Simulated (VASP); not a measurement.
Wanted: the native input for a VASP 6.6.1 run.

| Quantity | Value |
| --- | --- |
| Task | single point |
| Functional | PBEsol |
| Potentials or basis | VASP PAW PBE potentials, release 64 (Ti_sv, Al) |
| Cutoff | 520 eV |
| k mesh | 12 × 12 × 12 |
| Occupations | gaussian, width 0.15 eV |
| Spin | collinear spin, ferromagnetic start |
| Starting moments | [0.4, 0.4, 0.4, 0.0] μB |
| Fixed moment | 1.2 μB |
| Dipole correction | no |
| Further INCAR settings | ALGO = Fast; EDIFF = 1e-07; NBANDS = 32 |

The structure of Ti3Al lies in POSCAR:

```
Ti3Al
1.0
    0.0000000000      3.0521976457      3.0521976457
    3.0521976457      0.0000000000      3.0521976457
    3.0521976457      3.0521976457      0.0000000000
Ti Al
3 1
Direct
    0.7500000000      0.7500000000      0.7500000000
    0.2500000000      0.2500000000      0.2500000000
    0.0000000000      0.0000000000      0.0000000000
    0.5000000000      0.5000000000      0.5000000000
```

One way to write it, as run:

INCAR

```
SYSTEM = Ti3Al
ALGO = Fast
EDIFF = 1E-7
ENCUT = 520
GGA = PS
ISIF = 2
ISMEAR = 0
ISPIN = 2
LASPH = .True.
LCHARG = .False.
LMAXMIX = 4
LORBIT = 11
LREAL = .False.
LWAVE = .False.
MAGMOM = 0.4 0.4 0.4 0
NBANDS = 32
NELM = 150
NUPDOWN = 1.2
PREC = Accurate
SIGMA = 0.15
```

KPOINTS

```
k-points
0
Gamma
  12 12 12
  0 0 0
```

Potentials or basis: VASP PAW PBE potentials, release 64 (Ti_sv, Al).

The run is started by

```bash
$ cat potpaw_PBE.64/Ti_sv/POTCAR potpaw_PBE.64/Al/POTCAR > POTCAR
$ mpirun -np 1 vasp_std > vasp.out
```

Results of the run:

| Quantity | Value |
| --- | --- |
| Pressure | 19.7 GPa |
| Net moment | 1.20 μB per cell |
| Site moments | Ti +0.15, +0.65; Al -0.01 μB |
| Valence electrons inside the program's atomic spheres | Ti 10.47, 10.54; Al 0.92 |

Caveat: the PAW data sets were made with another functional, which shifts forces and pressure a little; the total moment is fixed, so each spin has its own Fermi level.

It took 16 min on 1 thread of Oxide Virtual Turin-like Processor (shared host), peak memory 0.3 GiB.
